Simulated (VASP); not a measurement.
# Ge (P6_3/mmc) in VASP: notebook

Runs on Ge. Level: r2SCAN. Tasks: single point.

All numbers are computed with VASP 6.6.1; they aren't measurements. Logs are shortened: lines on timing, memory, paths and dates and some standing lists are left out, and cuts for length are marked.

**1. The cell of the first run**

The structure is hexagonal, space group P6_3/mmc (No. 194). Conventional cell: a = 3.996 Å, b = 3.996 Å, c = 6.405 Å, α = 90.00°, β = 90.00°, γ = 120.00°. Ge (site symmetry 3m) has 4 Ge at 2.42 to 2.44 Å within 3.2 Å.

This isn't the form of Ge at room conditions, which is diamond.

**2. Single point, r2SCAN (strain along c alone, the other axes held: -3.0 %, then relaxed in part)**

POSCAR

```
Ge
1.0
    3.9956487028      0.0000000000      0.0000000000
   -1.9978243514      3.4603332812      0.0000000000
    0.0000000000      0.0000000000      6.4046296507
Ge
4
Direct
    0.6666666667      0.3333333333      0.0610565581
    0.3333333333      0.6666666667      0.5610565581
    0.6666666667      0.3333333333      0.4389434419
    0.3333333333      0.6666666667      0.9389434419
```

INCAR.step1

```
PREC     = Accurate       # precision mode
ENCUT    = 520            # plane-wave cutoff, eV
ISMEAR   = 0              # smearing method
SIGMA    = 0.01           # smearing width, eV
LREAL    = F              # projectors in reciprocal space
LASPH    = T              # aspherical terms in the spheres
NELM     = 80             # most SCF steps
NBANDS   = 36             # bands
GGA      = PE             # functional
ALGO     = Normal         # electronic algorithm
EDIFF    = 1E-4           # SCF threshold, eV
LWAVE    = T              # write WAVECAR
LCHARG   = F              # write CHGCAR
```

INCAR.step2

```
PREC     = Accurate       # precision mode
ENCUT    = 520            # plane-wave cutoff, eV
EDIFF    = 1E-7           # SCF threshold, eV
ISMEAR   = 0              # smearing method
SIGMA    = 0.01           # smearing width, eV
LREAL    = F              # projectors in reciprocal space
LASPH    = T              # aspherical terms in the spheres
NELM     = 80             # most SCF steps
ALGO     = Normal         # electronic algorithm
ISIF     = 2              # what is computed and relaxed
LWAVE    = F              # write WAVECAR
LCHARG   = F              # write CHGCAR
METAGGA  = R2SCAN         # meta-GGA
LMIXTAU  = T            
NBANDS   = 36             # bands
ISTART   = 1
```

KPOINTS

```
Automatic mesh
0
Gamma
  12 12 6
```

Potentials or basis: VASP PAW PBE potentials, release 64 (Ge_d).

Launch:

```sh
$ cat potpaw_PBE.64/Ge_d/POTCAR > POTCAR
$ cp INCAR.step1 INCAR
$ mpirun -np 1 vasp_std > vasp.out
$ cp INCAR.step2 INCAR
$ mpirun -np 1 vasp_std > vasp.out
```

OUTCAR:

```text
PREC = Accurate
   ENCUT = 520
   EDIFF = 1E-7
   ISMEAR = 0
   LREAL = F
   LASPH = T
   NELM = 80
   ISIF = 2
   METAGGA = R2SCAN
   ISTART = 1

 ion  position               nearest neighbor table
   1  0.667  0.333  0.061-   3 2.42   4 2.44   4 2.44   4 2.44
   2  0.333  0.667  0.561-   4 2.42   3 2.44   3 2.44   3 2.44
   3  0.667  0.333  0.439-   1 2.42   2 2.44   2 2.44   2 2.44
   4  0.333  0.667  0.939-   2 2.42   1 2.44   1 2.44   1 2.44

  LATTYP: Found a hexagonal cell.
 ALAT       =     3.9956487028
 C/A-ratio  =     1.6029010874

  Lattice vectors:

 A1 = (   3.9956487028,   0.0000000000,   0.0000000000)
 A2 = (  -1.9978243514,   3.4603332812,   0.0000000000)
 A3 = (   0.0000000000,   0.0000000000,   6.4046296507)

Analysis of symmetry for initial positions (statically):
=====================================================================
 Subroutine PRICEL returns:
 Original cell was already a primitive cell.

 Routine SETGRP: Setting up the symmetry group for a
 hexagonal supercell.

 Subroutine GETGRP returns: Found 24 space group operations
 (whereof 12 operations were pure point group operations)
 out of a pool of 24 trial point group operations.

The static configuration has the point symmetry D_3d.
 The point group associated with its full space group is D_6h.

Analysis of symmetry for dynamics (positions and initial velocities):
=====================================================================
 Subroutine PRICEL returns:
 Original cell was already a primitive cell.

 Routine SETGRP: Setting up the symmetry group for a
 hexagonal supercell.

 Subroutine GETGRP returns: Found 24 space group operations
 (whereof 12 operations were pure point group operations)
 out of a pool of 24 trial point group operations.

The dynamic configuration has the point symmetry D_3d.
 The point group associated with its full space group is D_6h.

 Subroutine INISYM returns: Found 24 space group operations
 (whereof 12 operations are pure point group operations),
 and found     1 'primitive' translations

----------------------------------------------------------------------------------------

                                     Primitive cell

  volume of cell :      88.5522

  direct lattice vectors                    reciprocal lattice vectors
     3.995648703  0.000000000  0.000000000     0.250272252  0.144494752  0.000000000
    -1.997824351  3.460333281  0.000000000     0.000000000  0.288989504  0.000000000
     0.000000000  0.000000000  6.404629651     0.000000000  0.000000000  0.156137053

  length of vectors
     3.995648703  3.995648703  6.404629651     0.288989504  0.288989504  0.156137053

  position of ions in fractional coordinates (direct lattice)
     0.666666667  0.333333333  0.061056558
     0.333333333  0.666666667  0.561056558
     0.666666667  0.333333333  0.438943442
     0.333333333  0.666666667  0.938943442

  ion indices of the primitive-cell ions
   primitive index   ion index
                 1           1
                 2           2
                 3           3
                 4           4

----------------------------------------------------------------------------------------

 KPOINTS: Automatic mesh

Automatic generation of k-mesh.
 Grid dimensions read from file:
 generate k-points for:   12   12    6

 Generating k-lattice:

  Cartesian coordinates                     Fractional coordinates (reciprocal lattice)
     0.020856021  0.012041229  0.000000000     0.083333333  0.000000000  0.000000000
     0.000000000  0.024082459  0.000000000     0.000000000  0.083333333  0.000000000
     0.000000000  0.000000000  0.026022842     0.000000000  0.000000000  0.166666667

  Length of vectors
     0.024082459  0.024082459  0.026022842

  Shift w.r.t. Gamma in fractional coordinates (k-lattice)
     0.000000000  0.000000000  0.000000000

 Subroutine IBZKPT returns following result:
 ===========================================

 Found     76 irreducible k-points:

 Following reciprocal coordinates:
            Coordinates               Weight
  0.000000  0.000000  0.000000      1.000000
  0.083333 -0.000000  0.000000      6.000000
  0.166667 -0.000000  0.000000      6.000000
  0.250000 -0.000000  0.000000      6.000000
  0.333333 -0.000000  0.000000      6.000000
  0.416667 -0.000000  0.000000      6.000000
[... 16 lines left out ...]
  0.250000 -0.000000  0.166667     12.000000
  0.333333 -0.000000  0.166667     12.000000
 [... further k-points ...]
   k-points           NKPTS =     76   k-points in BZ     NKDIM =     76   number of bands    NBANDS=     36
   number of dos      NEDOS =    301   number of ions     NIONS =      4
   total plane-waves  NPLWV =  43200
   dimension x,y,z NGX =    30 NGY =   30 NGZ =   48
   dimension x,y,z NGXF=    60 NGYF=   60 NGZF=   96
   ions per type =               4
   NGX,Y,Z   is equivalent  to a cutoff of  12.48, 12.48, 12.46 a.u.
[... 40 lines left out ...]
   LEPSILON=     F    determine dielectric tensor
   LRPA    =     F    only Hartree local field effects (RPA)
 non-spin polarized calculation
 Gauss-broadening in eV      SIGMA  =   0.01
  energy-cutoff  :      520.00
  volume of cell :       88.55
 maximum number of plane-waves:      2418
 NGX is ok and might be reduce to    30
   NGX = 15   NGY = 15   NGZ = 23

 number of electron      56.0000017 magnetization

 Free energy of the ion-electron system (eV)
  ---------------------------------------------------
  ext. energy  EPLUGINS =         0.00000000
  ---------------------------------------------------
  free energy    TOTEN  =       -55.36860012 eV

  energy without entropy =      -55.36858706  energy(sigma->0) =      -55.36859359

 E-fermi :   5.0843     XC(G=0): -10.9302

 val. band max:        5.0843456498   @ k =   0.0000   0.0000   0.1667
 cond. band min:       5.1538863677   @ k =   0.0000   0.0000   0.0000
 fundamental gap:      0.0695407178
 Fermi energy:         5.0843458658

 k-point     1 :       0.0000    0.0000    0.0000
  band No.  band energies     occupation
      1     -20.5347      2.00000
      2     -20.5347      2.00000
      3     -20.5173      2.00000
      4     -20.4895      2.00000
      5     -20.4895      2.00000
      6     -20.4875      2.00000
[... 28 lines left out ...]
     35       9.9432      0.00000
     36      11.7537      0.00000

 k-point     2 :       0.0833   -0.0000    0.0000
  band No.  band energies     occupation
      1     -20.5419      2.00000
      2     -20.5369      2.00000
      3     -20.5208      2.00000
      4     -20.4930      2.00000
      5     -20.4903      2.00000
      6     -20.4802      2.00000
[... 28 lines left out ...]
     35      10.2739      0.00000
     36      11.9738      0.00000

 k-point     3 :       0.1667   -0.0000    0.0000
  band No.  band energies     occupation
      1     -20.5537      2.00000
      2     -20.5414      2.00000
      3     -20.5284      2.00000
      4     -20.5006      2.00000
      5     -20.4910      2.00000
      6     -20.4706      2.00000
[... 28 lines left out ...]
     35      11.1410      0.00000
     36      11.2674      0.00000

 k-point     4 :       0.2500   -0.0000    0.0000
  band No.  band energies     occupation
      1     -20.5623      2.00000
      2     -20.5454      2.00000
      3     -20.5372      2.00000
      4     -20.5082      2.00000
      5     -20.4892      2.00000
      6     -20.4629      2.00000
[... 28 lines left out ...]
     35      11.9958      0.00000
     36      12.3349      0.00000

 k-point     5 :       0.3333   -0.0000    0.0000
  band No.  band energies     occupation
      1     -20.5661      2.00000
      2     -20.5478      2.00000
      3     -20.5458      2.00000
      4     -20.5140      2.00000
      5     -20.4839      2.00000
      6     -20.4571      2.00000
[... 655 lines left out ...]
 k-point    22 :       0.1667   -0.0000    0.1667
  band No.  band energies     occupation
      1     -20.5508      2.00000
      2     -20.5393      2.00000
      3     -20.5256      2.00000
      4     -20.5047      2.00000
      5     -20.4960      2.00000
      6     -20.4717      2.00000
[... 28 lines left out ...]
     35      10.8975      0.00000
     36      11.7670      0.00000

 k-point    23 :       0.2500   -0.0000    0.1667
  band No.  band energies     occupation
      1     -20.5589      2.00000
      2     -20.5434      2.00000
      3     -20.5340      2.00000
      4     -20.5116      2.00000
      5     -20.4936      2.00000
      6     -20.4638      2.00000
[... 28 lines left out ...]
     35      11.7890      0.00000
     36      12.0549      0.00000

 k-point    24 :       0.3333   -0.0000    0.1667
  band No.  band energies     occupation
      1     -20.5623      2.00000
      2     -20.5459      2.00000
      3     -20.5422      2.00000
      4     -20.5170      2.00000
      5     -20.4878      2.00000
      6     -20.4577      2.00000
[... 28 lines left out ...]
     35      12.4882      0.00000
     36      13.3068      0.00000

 [... further k-points ...]
[... 5 lines left out ...]
  --------------------------------------------------------------------------------------
  -------------------------------------------------------------------------------------
  Total        0.4859765      0.4859765      3.1992420      0.0000000     -0.0000000      0.0000000
  in kB        8.7927882      8.7927882     57.8839856      0.0000000     -0.0000000      0.0000000
  external PRESSURE =      25.1565207 kB  Pullay stress =       0.0000000 kB

 VOLUME and BASIS-vectors are now :
 -----------------------------------------------------------------------------
  energy-cutoff  :      520.00
  volume of cell :       88.55
      direct lattice vectors                 reciprocal lattice vectors
     3.995648703  0.000000000  0.000000000     0.250272252  0.144494752  0.000000000
    -1.997824351  3.460333281  0.000000000     0.000000000  0.288989504  0.000000000
     0.000000000  0.000000000  6.404629651     0.000000000  0.000000000  0.156137053

 POSITION                                       TOTAL-FORCE (eV/Angst)
 -----------------------------------------------------------------------------------
      1.99782      1.15344      0.39104        -0.000000     -0.000000     -0.004970
     -0.00000      2.30689      3.59336         0.000000      0.000000     -0.004970
      1.99782      1.15344      2.81127        -0.000000     -0.000000      0.004970
     -0.00000      2.30689      6.01359        -0.000000      0.000000      0.004970
 -----------------------------------------------------------------------------------
    total drift:                                0.000000     -0.000000      0.000000

  FREE ENERGIE OF THE ION-ELECTRON SYSTEM (eV)
  ---------------------------------------------------
  free  energy   TOTEN  =       -55.3686001187 eV

  energy  without entropy=      -55.3685870571  energy(sigma->0) =      -55.36859359
```

Run time: 6.9 min. Hardware: 1 thread of Intel Xeon 6975P-C (Granite Rapids), shared host; peak memory 0.31 GiB.

Results:

```
Free energy            : -55.3686 eV
Pressure               : 2.5 GPa
Largest force          : 0.005 eV/Å
Band gap on the k mesh : zero (bands 28 and 29 overlap by 0.07 eV)
```

Forces on the atoms (eV/Å):
```
Ge   0.000  0.000 -0.005
Ge   0.000  0.000 -0.005
Ge   0.000  0.000  0.005
Ge   0.000  0.000  0.005
```

Stress tensor (GPa, compression positive):
```
0.88 0.00 0.00
0.00 0.88 0.00
0.00 0.00 5.79
```

Levels at points of the mesh, in eV from the Fermi level:
```
           k point  band 25  band 26  band 27  band 28  band 29  band 30  band 31  band 32
(0.00, 0.00, 0.00)    -1.79    -0.10    -0.03     0.07     0.07     0.74     2.28     2.28
(0.50, 0.00, 0.00)    -4.91    -3.46    -3.00    -1.58     0.54     2.10     3.95     4.00
(0.00, 0.00, 0.50)    -1.08    -1.08    -1.08    -1.08     0.79     0.79     3.51     3.51
(0.50, 0.00, 0.50)    -2.70    -2.70    -2.59    -2.59     0.81     0.81     2.40     2.40
```

Caveat: the cell differs from its parent crystal (strain along c alone, the other axes held: -3.0 %, then relaxed in part); semilocal functionals underestimate gaps, so a narrow gap can read as zero; the PAW data sets were made with another functional, which shifts forces and pressure a little.

**3. Single point, r2SCAN**

This run uses another cell than the first one, of 22.82 Å³/atom.

POSCAR

```
Ge
1.0
    3.9956487021      0.0000000000      0.0000000000
   -1.9978243511      3.4603332806      0.0000000000
    0.0000000000      0.0000000000      6.6027109850
Ge
4
Direct
    0.6666666667      0.3333333333      0.0629814343
    0.3333333333      0.6666666667      0.5629814343
    0.6666666667      0.3333333333      0.4370185657
    0.3333333333      0.6666666667      0.9370185657
```

INCAR.step1

```
SYSTEM = Ge
  ALGO = Normal
  EDIFF = 1E-4
  ENCUT = 520
  GGA = PE
  ISMEAR = 0
  LASPH = .True.
  LCHARG = .False.
  LREAL = .False.
  LWAVE = .True.
  NBANDS = 36
  NELM = 100
  PREC = Accurate
  SIGMA = 0.03
```

INCAR.step2

```
SYSTEM = Ge
  ALGO = Normal
  EDIFF = 1E-7
  ENCUT = 520
  ISIF = 2
  ISMEAR = 0
  ISTART = 1
  LASPH = .True.
  LCHARG = .True.
  LELF = .True.
  LMIXTAU = .True.
  LREAL = .False.
  LVHAR = .True.
  LWAVE = .False.
  METAGGA = R2SCAN
  NBANDS = 36
  NELM = 100
  PREC = Accurate
  SIGMA = 0.03
```

KPOINTS

```
k-points
0
Gamma
  12 12 6
  0 0 0
```

Potentials or basis: VASP PAW PBE potentials, release 64 (Ge_d).

Launch:

```sh
$ cat potpaw_PBE.64/Ge_d/POTCAR > POTCAR
$ cp INCAR.step1 INCAR
$ mpirun -np 1 vasp_std > vasp.out
$ cp INCAR.step2 INCAR
$ mpirun -np 1 vasp_std > vasp.out
```

Run time: 20 min. Hardware: 1 thread of Intel Xeon 8259CL, shared host; peak memory 0.32 GiB.

The run converged. Its results:

```
Free energy            : -55.4188 eV
Pressure               : 0.1 GPa
Largest force          : 0.005 eV/Å
Band gap on the k mesh : 0.08 eV
```

Forces on the atoms (eV/Å):
```
Ge   0.000  0.000  0.005
Ge   0.000  0.000  0.005
Ge   0.000  0.000 -0.005
Ge   0.000  0.000 -0.005
```

Levels at points of the mesh, in eV from the valence-band top:
```tsv
k point	band 26	band 27	band 28	band 29	band 30	band 31
(0.00, 0.00, 0.00)	-0.30	0.00	0.00	0.08	0.24	2.30
(0.50, 0.00, 0.00)	-3.34	-3.02	-1.65	0.63	1.82	3.71
(0.00, 0.00, 0.50)	-1.02	-1.02	-1.02	0.85	0.85	3.46
(0.50, 0.00, 0.50)	-2.78	-2.65	-2.65	0.62	0.62	2.26
```

Caveat: the PAW data sets were made with another functional, which shifts forces and pressure a little.

**4. Single point, r2SCAN**

This run uses another cell than the first one, of 17.10 Å³/atom.

POSCAR

```
Ge
1.0
    3.6182610913      0.0000000000      0.0000000000
   -1.8091305457      3.1335060225      0.0000000000
    0.0000000000      0.0000000000      6.0312156132
Ge
4
Direct
    0.6666666667      0.3333333333      0.0645703704
    0.3333333333      0.6666666667      0.5645703704
    0.6666666667      0.3333333333      0.4354296296
    0.3333333333      0.6666666667      0.9354296296
```

INCAR.step1

```
SYSTEM = Ge
PREC = Accurate ; ENCUT = 520
ISMEAR = 0 ; SIGMA = 0.01
LREAL = .False. ; LASPH = .True.
NELM = 100 ; NBANDS = 36
GGA = PE ; ALGO = Normal
EDIFF = 1E-4 ; LWAVE = .True.
LCHARG = .False.
```

INCAR.step2

```
SYSTEM = Ge
PREC = Accurate ; ENCUT = 520
EDIFF = 1E-6 ; ISMEAR = 0
SIGMA = 0.01 ; LREAL = .False.
LASPH = .True. ; NELM = 100
ALGO = Normal ; ISIF = 2
LWAVE = .False. ; LCHARG = .False.
METAGGA = R2SCAN ; LMIXTAU = .True.
NBANDS = 36 ; ISTART = 1
```

KPOINTS

```
Automatic mesh
0
Gamma
  12 12 6
  0 0 0
```

Launch:

```sh
$ cat potpaw_PBE.64/Ge_d/POTCAR > POTCAR
$ cp INCAR.step1 INCAR
$ mpirun -np 1 vasp_std > vasp.out
$ cp INCAR.step2 INCAR
$ mpirun -np 1 vasp_std > vasp.out
```

It took 17 min on 1 thread of Oxide Virtual Turin-like, shared host; peak memory 0.24 GiB.

The run converged. Its results:

```
Free energy            : -53.1971 eV
Pressure               : 40.2 GPa
Band gap on the k mesh : 0.10 eV (least direct gap 0.99 eV)
```

Forces in eV/Å, atoms in the order of the input:
```
Ge   0.000  0.000  0.002
Ge   0.000  0.000  0.002
Ge   0.000  0.000 -0.002
Ge   0.000  0.000 -0.002
```

Levels at points of the mesh, in eV from the valence-band top:
| k point | band 24 | band 25 | band 26 | band 27 | band 28 | band 29 | band 30 | band 31 | band 32 | band 33 |
| --- | --- | --- | --- | --- | --- | --- | --- | --- | --- | --- |
| (0.00, 0.00, 0.00) | -2.37 | -2.37 | -0.70 | 0.00 | 0.00 | 0.99 | 2.01 | 2.01 | 2.20 | 3.82 |
| (0.50, 0.00, 0.00) | -8.34 | -6.86 | -4.70 | -4.57 | -2.34 | 0.10 | 2.53 | 3.33 | 3.60 | 5.05 |
| (0.00, 0.00, 0.50) | -6.15 | -1.48 | -1.48 | -1.48 | -1.48 | 1.87 | 1.87 | 3.47 | 3.47 | 3.47 |
| (0.50, 0.00, 0.50) | -10.00 | -3.92 | -3.92 | -3.77 | -3.77 | 0.57 | 0.57 | 1.71 | 1.71 | 6.96 |

Caveat: the cell stands under pressure; the PAW data sets were made with another functional, which shifts forces and pressure a little.

**5. The runs side by side**

```csv
cell,smearing,gap on the mesh (eV),pressure (GPa)
"a = 3.996, b = 3.996, c = 6.405 Å, angles 90.0, 90.0, 120.0°, 4 atoms, atomic positions A",gaussian 0.01 eV,none,2.5
"a = 3.996, b = 3.996, c = 6.603 Å, angles 90.0, 90.0, 120.0°, 4 atoms, atomic positions B",gaussian 0.03 eV,0.08,0.1
"a = 3.618, b = 3.618, c = 6.031 Å, angles 90.0, 90.0, 120.0°, 4 atoms, atomic positions C",gaussian 0.01 eV,0.10,40.2
```

Alike in all rows: task single point; level r2SCAN; potentials or basis VASP PAW PBE potentials, release 64 (Ge_d); no spin polarisation; k mesh 12 × 12 × 6; cutoff (eV) 520.

Caveats: the PAW data sets were made with another functional, which shifts forces and pressure a little; semilocal functionals underestimate gaps, so a narrow gap can read as zero (at least some runs); the cell stands under pressure (at least some runs).

Total energies depend on the potentials used, so only differences within one code and one set of settings carry meaning.
